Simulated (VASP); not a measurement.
A run of VASP 6.6.1:

The input INCAR:

```
PREC = Accurate
ENCUT = 520
EDIFF = 1E-6
ISMEAR = -1
SIGMA = 0.05
LREAL = F
LASPH = T
NELM = 150
ALGO = Normal
ISIF = 2
LWAVE = F
LCHARG = F
ISPIN = 2
MAGMOM = 2 0
LORBIT = 11
LMAXMIX = 4
GGA = PS
NBANDS = 18
```

The input KPOINTS:

```
regular mesh
0
Gamma
  12 12 12
```

Contents of POSCAR:

```
CoO
1.0
   -1.4742473784      1.4742473784      2.0841024994
    1.4742473784     -1.4742473784      2.0841024994
    1.4742473784      1.4742473784     -2.0841024994
Co O
1 1
Direct
    0.0000000000      0.0000000000      0.0000000000
    0.5000000000      0.5000000000      0.0000000000
```

Potentials or basis: VASP PAW PBE potentials, release 64 (Co, O).

Launch:

```console
$ cat potpaw_PBE.64/Co/POTCAR potpaw_PBE.64/O/POTCAR > POTCAR
$ mpirun -np 1 vasp_std > vasp.out
```

Hardware: 1 thread of Intel Xeon 8259CL, with other jobs on the host.

Question: How long does it take, and how much memory?

Answer: Run time: 110 s on 1 thread of Intel Xeon 8259CL, with other jobs on the host, peak memory 0.22 GiB. Counts: scf iterations 15, k points 163.
